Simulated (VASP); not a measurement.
A run of VASP 6.6.1 is set up as follows.

The input INCAR:

```
SYSTEM = Mg5Se2
ALGO = Normal
EDIFF = 1E-6
ENCUT = 520
GGA = PE
ISIF = 2
ISMEAR = 0
LASPH = .TRUE.
LCHARG = .FALSE.
LREAL = .FALSE.
LWAVE = .FALSE.
NBANDS = 20
NELM = 80
PREC = Accurate
SIGMA = 0.1
```

The input KPOINTS:

```
k-points
0
G
  12 12 4
  0 0 0
```

Contents of POSCAR:

```
Mg5Se2
1.0
    3.7298654310      0.0000000000      0.0000000000
   -1.8649327155      3.2301582159      0.0000000000
    0.0000000000      0.0000000000     13.9304922806
Mg Se
5 2
Direct
    0.0000000000      0.0000000000      0.0000000000
    0.6666666667      0.3333333333      0.2358828240
    0.3333333333      0.6666666667      0.7641171760
    0.6666666667      0.3333333333      0.5881176891
    0.3333333333      0.6666666667      0.4118823109
    0.6666666667      0.3333333333      0.8822272879
    0.3333333333      0.6666666667      0.1177727121
```

Potentials or basis: VASP PAW PBE potentials, release 64 (Mg, Se).

Run with:

```bash
$ cat potpaw_PBE.64/Mg/POTCAR potpaw_PBE.64/Se/POTCAR > POTCAR
$ mpirun -np 1 vasp_std > vasp.out
```

Estimate the largest force.

0.004 eV/Å.

What does it give for the pressure?

-0.1 GPa.

Forces in eV/Å, atoms in the order of the input:
```
Mg   0.000  0.000  0.000
Mg   0.000  0.000 -0.004
Mg   0.000  0.000  0.004
Mg   0.000  0.000  0.003
Mg   0.000  0.000 -0.003
Se   0.000  0.000  0.002
Se   0.000  0.000 -0.002
```
